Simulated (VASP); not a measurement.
**GaH6: single point with PBE**

GaH6:

```
CELL_PARAMETERS angstrom
3.92503 0.00000 0.00000
0.00000 3.92503 0.00000
0.00000 0.00000 3.92503
ATOMIC_POSITIONS crystal
Ga 0.00000 0.00000 0.00000
H 0.19750 0.50000 0.50000
H 0.50000 0.19750 0.50000
H 0.80250 0.50000 0.50000
H 0.50000 0.80250 0.50000
H 0.50000 0.50000 0.19750
H 0.50000 0.50000 0.80250
```

The cell was built from a structure type or drawn by symmetry, and may not be a known phase.

| Property | Result |
| --- | --- |
| Program | VASP 6.6.1 |
| Task | single point |
| Functional | PBE |
| Potentials or basis | VASP PAW PBE potentials, release 64 (Ga_d, H) |
| Cutoff | 520 eV |
| k mesh | 4 × 4 × 4 |
| Occupations | gaussian, width 0.1 eV |
| Spin | no spin polarisation |
| Dipole correction | no |
| Further INCAR settings | ALGO = Normal; EDIFF = 1e-07; NBANDS = 18 |

The pressure is -10.3 GPa. The largest force is 1.378 eV/Å. The band gap on the k mesh is zero (an odd number of electrons rules out a gap without spin polarisation).

Forces on the atoms (eV/Å):
```
Ga   0.000  0.000  0.000
H   -1.378  0.000  0.000
H    0.000 -1.378  0.000
H    1.378  0.000  0.000
H    0.000  1.378  0.000
H    0.000  0.000 -1.378
H    0.000  0.000  1.378
```

Levels at points of the mesh, in eV from the Fermi level:
```tsv
k point	band 7	band 8	band 9	band 10	band 11	band 12
(0.00, 0.00, 0.00)	-3.50	-1.07	-1.07	-0.32	-0.32	-0.32
(0.50, 0.00, 0.00)	-7.08	-1.54	-0.72	0.67	0.67	1.44
(0.50, 0.50, 0.00)	-5.11	-5.11	-4.86	1.06	1.57	3.23
(0.50, 0.50, 0.50)	-4.26	-4.26	-4.26	-3.85	0.07	0.07
```

It took 21 s on 1 thread of Intel Xeon 8259CL, with other jobs on the host, peak memory 0.17 GiB.

Caveat: the k points lie up to 0.40 Å⁻¹ apart, too coarse for converged energies and pressures of a metal; forces of over 1 eV/Å act on the atoms, so gaps and moduli don't describe the material at rest.
